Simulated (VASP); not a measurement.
# EuO (Fm-3m) in VASP: settings compared, part 2 of 2

VASP 6.6.1. The steps go on from the part before.

### 3 Single point, LDA+U, collinear spin, ferromagnetic start (15.48 Å³/atom)

This run uses another cell than the first one, of 15.48 Å³/atom.

The input, INCAR:

```
SYSTEM = EuO
  ALGO = Normal
  EDIFF = 1E-6
  ENCUT = 600
  GGA = CA
  GGA_COMPAT = .FALSE.
  ISIF = 2
  ISMEAR = 0
  ISPIN = 2
  LASPH = .TRUE.
  LCHARG = .FALSE.
  LDAU = .TRUE.
  LDAUJ = 0 0
  LDAUL = 3 -1
  LDAUPRINT = 1
  LDAUTYPE = 2
  LDAUU = 6 0
  LMAXMIX = 6
  LORBIT = 11
  LREAL = .FALSE.
  LWAVE = .FALSE.
  MAGMOM = 7.36 -0.09
  NBANDS = 22
  NELM = 200
  PREC = Accurate
  SIGMA = 0.05
```

The input, KPOINTS:

```
k-points
0
G
  8 8 8
  0 0 0
```

The input, POSCAR:

```
EuO
1.0
    0.0000000000      2.4920436005      2.4920436005
    2.4920436005      0.0000000000      2.4920436005
    2.4920436005      2.4920436005      0.0000000000
Eu O
1 1
Direct
    0.5000000000      0.5000000000      0.5000000000
    0.0000000000      0.0000000000      0.0000000000
```

Potentials or basis: VASP PAW PBE potentials, release 64 (Eu, O).

Started as:

```sh
$ cat potpaw_PBE.64/Eu/POTCAR potpaw_PBE.64/O/POTCAR > POTCAR
$ mpirun -np 1 vasp_std > vasp.out
```

OUTCAR:

```text
SYSTEM = EuO
   EDIFF = 1E-6
   ENCUT = 600
   GGA = CA
   ISIF = 2
   ISMEAR = 0
   ISPIN = 2
   LASPH = .TRUE.
   LORBIT = 11
   LREAL = .FALSE.
   NELM = 200
   PREC = Accurate

 ion  position               nearest neighbor table
   1  0.500  0.500  0.500-   2 2.49   2 2.49   2 2.49   2 2.49   2 2.49   2 2.49
   2  0.000  0.000  0.000-   1 2.49   1 2.49   1 2.49   1 2.49   1 2.49   1 2.49

  LATTYP: Found a face centered cubic cell.
 ALAT       =     4.9840872010

  Lattice vectors:

[... 1460 lines left out ...]
  external PRESSURE =      19.2583654 kB  Pullay stress =       0.0000000 kB

 VOLUME and BASIS-vectors are now :
 -----------------------------------------------------------------------------
  energy-cutoff  :      600.00
  volume of cell :       30.95
      direct lattice vectors                 reciprocal lattice vectors
     0.000000000  2.492043601  2.492043601    -0.200638544  0.200638544  0.200638544
     2.492043601  0.000000000  2.492043601     0.200638544 -0.200638544  0.200638544
     2.492043601  2.492043601  0.000000000     0.200638544  0.200638544 -0.200638544

 POSITION                                       TOTAL-FORCE (eV/Angst)
 -----------------------------------------------------------------------------------
      2.49204      2.49204      2.49204        -0.000000      0.000000     -0.000000
      0.00000      0.00000      0.00000         0.000000      0.000000      0.000000
 -----------------------------------------------------------------------------------
    total drift:                                0.000000      0.000000      0.000000

  FREE ENERGIE OF THE ION-ELECTRON SYSTEM (eV)
  ---------------------------------------------------
  free  energy   TOTEN  =       -22.1528664275 eV

  energy  without entropy=      -22.1524725532  energy(sigma->0) =      -22.15266949

 total charge

# of ion       s       p       d       f       tot
--------------------------------------------------
    1        2.031   5.752   0.380   6.779  14.941
    2        1.541   3.414   0.000   0.000   4.956
--------------------------------------------------
tot          3.572   9.166   0.380   6.779  19.896

 magnetization (x)

# of ion       s       p       d       f       tot
--------------------------------------------------
    1       -0.008  -0.084   0.091   6.733   6.732
    2       -0.006  -0.085   0.000   0.000  -0.090
--------------------------------------------------
tot         -0.014  -0.168   0.091   6.733   6.641
```

stdout:

```text
POSCAR found type information on POSCAR EuO
 POSCAR found :  2 types and       2 ions
 scaLAPACK will be used
 -----------------------------------------------------------------------------
|                                                                             |
|                                                                             |
|     You enforced a specific xc type in the INCAR file but a different       |
|     I HOPE YOU KNOW WHAT YOU ARE DOING!                                     |
|                                                                             |
 -----------------------------------------------------------------------------

 LDA part: xc-table for (Slater(with rela. corr.)+CA(PZ))
 , standard interpolation
 POSCAR, INCAR and KPOINTS ok, starting setup
 FFT: planning ... GRIDC
 FFT: planning ... GRID_SOFT
 FFT: planning ... GRID
 WAVECAR not read
 entering main loop
```

Run time: 92 s. Hardware: 1 thread of Intel Xeon 8259CL, shared host; peak memory 0.19 GiB.

What came out:

| Property | Result |
| --- | --- |
| Free energy | -22.1529 eV |
| Pressure | 1.9 GPa |
| Band gap on the k mesh | zero (filled and empty bands overlap) |
| Net moment | 7.00 μB per cell |
| Site moments | Eu +6.73; O -0.09 μB |
| Valence electrons inside the program's atomic spheres | Eu 14.94; O 4.96 |

Eigenvalues of the final occupation matrices:
```csv
site,spin,trace,eigenvalues
site 1 f,1,6.76,0.95 0.96 0.96 0.97 0.97 0.97 0.97
site 1 f,2,0.02,0.00 0.00 0.00 0.00 0.01 0.01 0.01
```

Caveat: the PAW data sets were made with another functional, which shifts forces and pressure a little; spin-orbit coupling is left out, which moves the levels of the heavy elements; a cell with one magnetic atom can't hold antiferromagnetic order, which such compounds often take. The state reached can hang on the start; a lower one may exist.

### 4 Single point, PBEsol+U, collinear spin, ferromagnetic start (15.77 Å³/atom)

This run uses another cell than the first one, of 15.77 Å³/atom.

The input, INCAR:

```
SYSTEM = EuO
  PREC = Accurate
  ENCUT = 600
  EDIFF = 1E-6
  ISMEAR = 0
  SIGMA = 0.05
  LREAL = .False.
  LASPH = .True.
  NELM = 200
  ALGO = Normal
  ISIF = 2
  LWAVE = .False.
  LCHARG = .False.
  ISPIN = 2
  MAGMOM = 7.38 -0.1
  LORBIT = 11
  LMAXMIX = 6
  LDAU = .True.
  LDAUTYPE = 2
  LDAUL = 3 -1
  LDAUU = 6 0
  LDAUJ = 0 0
  LDAUPRINT = 1
  GGA = PS
  NBANDS = 22
  GGA_COMPAT = .False.
```

The input, KPOINTS:

```
Automatic mesh
0
Gamma
  8 8 8
  0 0 0
```

The input, POSCAR:

```
EuO
1.0
    0.0000000000      2.5076538333      2.5076538333
    2.5076538333      0.0000000000      2.5076538333
    2.5076538333      2.5076538333      0.0000000000
Eu O
1 1
Direct
    0.5000000000      0.5000000000      0.5000000000
    0.0000000000      0.0000000000      0.0000000000
```

Potentials or basis: VASP PAW PBE potentials, release 64 (Eu, O).

Started as:

```sh
$ cat potpaw_PBE.64/Eu/POTCAR potpaw_PBE.64/O/POTCAR > POTCAR
$ mpirun -np 1 vasp_std > vasp.out
```

OUTCAR:

```text
SYSTEM = EuO
   PREC = Accurate
   ENCUT = 600
   EDIFF = 1E-6
   ISMEAR = 0
   LREAL = .False.
   LASPH = .True.
   NELM = 200
   ISIF = 2
   ISPIN = 2
   LORBIT = 11
   GGA = PS

 ion  position               nearest neighbor table
   1  0.500  0.500  0.500-   2 2.51   2 2.51   2 2.51   2 2.51   2 2.51   2 2.51
   2  0.000  0.000  0.000-   1 2.51   1 2.51   1 2.51   1 2.51   1 2.51   1 2.51

  LATTYP: Found a face centered cubic cell.
 ALAT       =     5.0153076666

  Lattice vectors:

 A1 = (   0.0000000000,   2.5076538333,   2.5076538333)
 A2 = (   2.5076538333,   0.0000000000,   2.5076538333)
 A3 = (   2.5076538333,   2.5076538333,   0.0000000000)

Analysis of symmetry for initial positions (statically):
=====================================================================
 Subroutine PRICEL returns:
 Original cell was already a primitive cell.

 Routine SETGRP: Setting up the symmetry group for a
 face centered cubic supercell.

[... 232 lines left out ...]
 spin component 1

 k-point     1 :       0.0000    0.0000    0.0000
  band No.  band energies     occupation
      1     -35.6667      1.00000
      2     -14.1287      1.00000
      3     -14.1287      1.00000
      4     -14.1287      1.00000
      5     -13.8560      1.00000
      6       0.7160      1.00000
[... 1193 lines left out ...]
     21      16.6384      0.00000
     22      16.8712      0.00000

 [... further k-points ...]
[... 5 lines left out ...]
  --------------------------------------------------------------------------------------
  -------------------------------------------------------------------------------------
  Total        0.6963047      0.6963047      0.6963047      0.0000000      0.0000000      0.0000000
  in kB       35.3734304     35.3734304     35.3734304      0.0000000      0.0000000      0.0000000
  external PRESSURE =      35.3734304 kB  Pullay stress =       0.0000000 kB

 VOLUME and BASIS-vectors are now :
 -----------------------------------------------------------------------------
  energy-cutoff  :      600.00
  volume of cell :       31.54
      direct lattice vectors                 reciprocal lattice vectors
     0.000000000  2.507653833  2.507653833    -0.199389562  0.199389562  0.199389562
     2.507653833  0.000000000  2.507653833     0.199389562 -0.199389562  0.199389562
     2.507653833  2.507653833  0.000000000     0.199389562  0.199389562 -0.199389562

 POSITION                                       TOTAL-FORCE (eV/Angst)
 -----------------------------------------------------------------------------------
      2.50765      2.50765      2.50765        -0.000000      0.000000      0.000000
      0.00000      0.00000      0.00000         0.000000     -0.000000     -0.000000
 -----------------------------------------------------------------------------------
    total drift:                                0.000000      0.000000      0.000000

  FREE ENERGIE OF THE ION-ELECTRON SYSTEM (eV)
  ---------------------------------------------------
  free  energy   TOTEN  =       -21.7548870412 eV

  energy  without entropy=      -21.7546545631  energy(sigma->0) =      -21.75477080

 total charge

# of ion       s       p       d       f       tot
--------------------------------------------------
    1        2.033   5.777   0.363   6.783  14.955
    2        1.549   3.413   0.000   0.000   4.962
--------------------------------------------------
tot          3.582   9.189   0.363   6.783  19.917

 magnetization (x)

# of ion       s       p       d       f       tot
--------------------------------------------------
    1       -0.011  -0.097   0.093   6.741   6.725
    2       -0.006  -0.101   0.000   0.000  -0.107
--------------------------------------------------
tot         -0.017  -0.199   0.093   6.741   6.618
```

stdout:

```text
POSCAR found type information on POSCAR EuO
 POSCAR found :  2 types and       2 ions
 scaLAPACK will be used
 -----------------------------------------------------------------------------
|                                                                             |
|                                                                             |
|     You enforced a specific xc type in the INCAR file but a different       |
|     I HOPE YOU KNOW WHAT YOU ARE DOING!                                     |
|                                                                             |
 -----------------------------------------------------------------------------

 LDA part: xc-table for (Slater+PW92), standard interpolation
 POSCAR, INCAR and KPOINTS ok, starting setup
 FFT: planning ... GRIDC
 FFT: planning ... GRID_SOFT
 FFT: planning ... GRID
 WAVECAR not read
 entering main loop
```

Run time: 1.9 min. Hardware: 1 thread of Intel Xeon 8259CL, shared host; peak memory 0.21 GiB.

What came out:

| Item | Value |
| --- | --- |
| Free energy | -21.7549 eV |
| Pressure | 3.5 GPa |
| Band gap on the k mesh | zero (filled and empty bands overlap) |
| Net moment | 7.00 μB per cell |
| Site moments | Eu +6.72; O -0.11 μB |
| Valence electrons inside the program's atomic spheres | Eu 14.96; O 4.96 |

Eigenvalues of the final occupation matrices:
| site | spin | trace | eigenvalues |
| --- | --- | --- | --- |
| site 1 f | 1 | 6.77 | 0.95 0.97 0.97 0.97 0.97 0.97 0.97 |
| site 1 f | 2 | 0.02 | 0.00 0.00 0.00 0.00 0.01 0.01 0.01 |

Caveat: the cell stands under pressure; the PAW data sets were made with another functional, which shifts forces and pressure a little; spin-orbit coupling is left out, which moves the levels of the heavy elements; a cell with one magnetic atom can't hold antiferromagnetic order, which such compounds often take. The state reached can hang on the start; a lower one may exist.

### 5 Single point, LDA+U, collinear spin, ferromagnetic start (15.79 Å³/atom)

This run uses another cell than the first one, of 15.79 Å³/atom.

The input, INCAR:

```
SYSTEM = EuO
ALGO = Normal
EDIFF = 1E-6
ENCUT = 600
GGA = CA
GGA_COMPAT = .False.
ISIF = 2
ISMEAR = 0
ISPIN = 2
LASPH = .True.
LCHARG = .True.
LDAU = .True.
LDAUJ = 0 0
LDAUL = 3 -1
LDAUPRINT = 1
LDAUTYPE = 2
LDAUU = 6 0
LELF = .True.
LMAXMIX = 6
LORBIT = 11
LREAL = .False.
LVHAR = .True.
LWAVE = .False.
MAGMOM = 7.37 -0.08
NBANDS = 22
NELM = 200
PREC = Accurate
SIGMA = 0.05
```

The input, KPOINTS:

```
k-points
0
Gamma
  8 8 8
  0 0 0
```

The input, POSCAR:

```
EuO
1.0
    0.0000000000      2.5088822437      2.5088822437
    2.5088822437      0.0000000000      2.5088822437
    2.5088822437      2.5088822437      0.0000000000
Eu O
1 1
Direct
    0.5000000000      0.5000000000      0.5000000000
    0.0000000000      0.0000000000      0.0000000000
```

Potentials or basis: VASP PAW PBE potentials, release 64 (Eu, O).

Started as:

```sh
$ cat potpaw_PBE.64/Eu/POTCAR potpaw_PBE.64/O/POTCAR > POTCAR
$ mpirun -np 1 vasp_std > vasp.out
```

OUTCAR:

```text
SYSTEM = EuO
   EDIFF = 1E-6
   ENCUT = 600
   GGA = CA
   ISIF = 2
   ISMEAR = 0
   ISPIN = 2
   LASPH = .True.
   LORBIT = 11
   LREAL = .False.
   NELM = 200
   PREC = Accurate

 ion  position               nearest neighbor table
   1  0.500  0.500  0.500-   2 2.51   2 2.51   2 2.51   2 2.51   2 2.51   2 2.51
   2  0.000  0.000  0.000-   1 2.51   1 2.51   1 2.51   1 2.51   1 2.51   1 2.51

  LATTYP: Found a face centered cubic cell.
 ALAT       =     5.0177644874

  Lattice vectors:

[... 1460 lines left out ...]
  external PRESSURE =      -3.4573054 kB  Pullay stress =       0.0000000 kB

 VOLUME and BASIS-vectors are now :
 -----------------------------------------------------------------------------
  energy-cutoff  :      600.00
  volume of cell :       31.58
      direct lattice vectors                 reciprocal lattice vectors
     0.000000000  2.508882244  2.508882244    -0.199291936  0.199291936  0.199291936
     2.508882244  0.000000000  2.508882244     0.199291936 -0.199291936  0.199291936
     2.508882244  2.508882244  0.000000000     0.199291936  0.199291936 -0.199291936

 POSITION                                       TOTAL-FORCE (eV/Angst)
 -----------------------------------------------------------------------------------
      2.50888      2.50888      2.50888         0.000000      0.000000      0.000000
      0.00000      0.00000      0.00000        -0.000000     -0.000000     -0.000000
 -----------------------------------------------------------------------------------
    total drift:                                0.000000      0.000000      0.000000

  FREE ENERGIE OF THE ION-ELECTRON SYSTEM (eV)
  ---------------------------------------------------
  free  energy   TOTEN  =       -22.1564949958 eV

  energy  without entropy=      -22.1563056031  energy(sigma->0) =      -22.15640030

 total charge

# of ion       s       p       d       f       tot
--------------------------------------------------
    1        2.029   5.749   0.363   6.785  14.926
    2        1.540   3.407   0.000   0.000   4.947
--------------------------------------------------
tot          3.570   9.155   0.363   6.785  19.873

 magnetization (x)

# of ion       s       p       d       f       tot
--------------------------------------------------
    1       -0.008  -0.084   0.085   6.742   6.734
    2       -0.006  -0.083   0.000   0.000  -0.088
--------------------------------------------------
tot         -0.014  -0.167   0.085   6.742   6.646
```

Run time: 1.8 min. Hardware: 1 thread of Intel Xeon 8259CL, shared host; peak memory 0.19 GiB.

What came out:

| Quantity | Value |
| --- | --- |
| Free energy | -22.1565 eV |
| Pressure | -0.3 GPa |
| Band gap on the k mesh | zero (filled and empty bands overlap) |
| Net moment | 7.00 μB per cell |
| Site moments | Eu +6.73; O -0.09 μB |
| Valence electrons inside the program's atomic spheres | Eu 14.93; O 4.95 |

Eigenvalues of the final occupation matrices:
```
    site  spin  trace                         eigenvalues
site 1 f     1   6.77  0.96 0.97 0.97 0.97 0.97 0.97 0.97
site 1 f     2   0.02  0.00 0.00 0.00 0.00 0.01 0.01 0.01
```

Caveat: the PAW data sets were made with another functional, which shifts forces and pressure a little; spin-orbit coupling is left out, which moves the levels of the heavy elements; a cell with one magnetic atom can't hold antiferromagnetic order, which such compounds often take.

### 6 The runs side by side

| level | cell | gap on the mesh (eV) | pressure (GPa) | moment (μB) |
| --- | --- | --- | --- | --- |
| LDA+U | a = 3.500 Å, angles 60.0°, 2 atoms | none | 4.4 | 7.00 |
| LDA+U | a = 3.524 Å, angles 60.0°, 2 atoms | none | 1.9 | 7.00 |
| PBEsol+U | a = 3.546 Å, angles 60.0°, 2 atoms | none | 3.5 | 7.00 |
| LDA+U | a = 3.548 Å, angles 60.0°, 2 atoms | none | -0.3 | 7.00 |

Alike in all rows: task single point; potentials or basis VASP PAW PBE potentials, release 64 (Eu, O); spin collinear, ferromagnetic start; Eu f U = 6.0 eV; k mesh 8 × 8 × 8; cutoff (eV) 600; smearing gaussian 0.05 eV.

Caveats: the PAW data sets were made with another functional, which shifts forces and pressure a little; spin-orbit coupling is left out, which moves the levels of the heavy elements; a cell with one magnetic atom can't hold antiferromagnetic order, which such compounds often take; the cell stands under pressure (at least some runs).

Absolute energies hang on the potentials; compare differences alone.
